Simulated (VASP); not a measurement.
A run of VASP 6.6.1:

Contents of INCAR:

```
SYSTEM = CuO
PREC = Accurate ; ENCUT = 520
EDIFF = 1E-7 ; ISMEAR = 0
SIGMA = 0.05 ; LREAL = .False.
LASPH = .True. ; NELM = 150
ALGO = Normal ; ISIF = 2
LWAVE = .False. ; LCHARG = .True.
ISPIN = 2 ; MAGMOM = 1 1 -1 -1 0 0 0 0
LORBIT = 11 ; LMAXMIX = 4
LDAU = .True. ; LDAUTYPE = 2
LDAUL = 2 -1 ; LDAUU = 4 0
LDAUJ = 0 0 ; LDAUPRINT = 1
GGA = PE ; LELF = .True.
LVHAR = .True. ; NBANDS = 48
```

The input KPOINTS:

```
regular mesh
0
Gamma
  6 6 6
  0 0 0
```

Contents of POSCAR:

```
CuO
1.0
    4.1744184050      0.0000000000      0.3305692971
    0.0000000000      4.1521210669      0.0000000000
    1.6747185423      2.0760605335      5.3668803988
Cu O
4 4
Direct
    0.2500000000      0.2500000000      0.0000000000
    0.0000000000     -0.5000000000      0.5000000000
    0.7500000000      0.7500000000      0.0000000000
    0.5000000000      0.0000000000      0.5000000000
    0.3750000000     -0.1250352670      0.2500000000
    0.1250000000     -0.3749647330      0.7500000000
    0.8750000000      0.3749647330      0.2500000000
    0.6250000000      0.1250352670      0.7500000000
```

Potentials or basis: VASP PAW PBE potentials, release 64 (Cu, O).

Run with:

```sh
$ cat potpaw_PBE.64/Cu/POTCAR potpaw_PBE.64/O/POTCAR > POTCAR
$ mpirun -np 1 vasp_std > vasp.out
```

Hardware: 1 thread of Oxide Virtual Turin-like Processor, with other jobs on the host.

Problem. How long does it take, and how much memory?

Solution. Wall time 19 min on 1 thread of Oxide Virtual Turin-like Processor, on a shared host, peak memory 0.48 GiB. Counts: scf iterations 19, k points 68.
